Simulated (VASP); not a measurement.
# LiH: single point with LDA

The system is LiH.

```
Li H
1.0
     0.00000    2.00299    2.00299
     2.00299    0.00000    2.00299
     2.00299    2.00299    0.00000
Li H
1 1
Direct
  0.00000 0.00000 0.00000
  0.50000 0.50000 0.50000
```

```json
{
 "Program": "VASP 6.6.1",
 "Task": "single point",
 "Functional": "LDA",
 "Potentials or basis": "VASP PAW LDA potentials, release 64 (Li_sv, H)",
 "Cutoff": "750 eV",
 "k mesh": "4 × 4 × 4",
 "Occupations": "gaussian, width 0.01 eV",
 "Spin": "no spin polarisation"
}
```

* Pressure: -2.4 GPa
* Band gap on the k mesh: 2.59 eV

Levels at points of the mesh, in eV from the valence-band top:
```
           k point  band 1  band 2  band 3  band 4  band 5  band 6  band 7
(0.00, 0.00, 0.00)  -43.49   -5.58   16.14   17.40   17.40   17.40   22.24
(0.50, 0.00, 0.00)  -43.44   -2.77    4.61   13.53   15.97   15.97   18.80
(0.50, 0.50, 0.00)  -43.42    0.00    2.59   10.39   10.39   13.66   16.97
```

It took 3.6 s on 1 thread of Intel Xeon 8259CL, with other jobs on the host, peak memory 0.12 GiB.

Caveat: the k points lie up to 0.68 Å⁻¹ apart. A k mesh can miss the band edges.
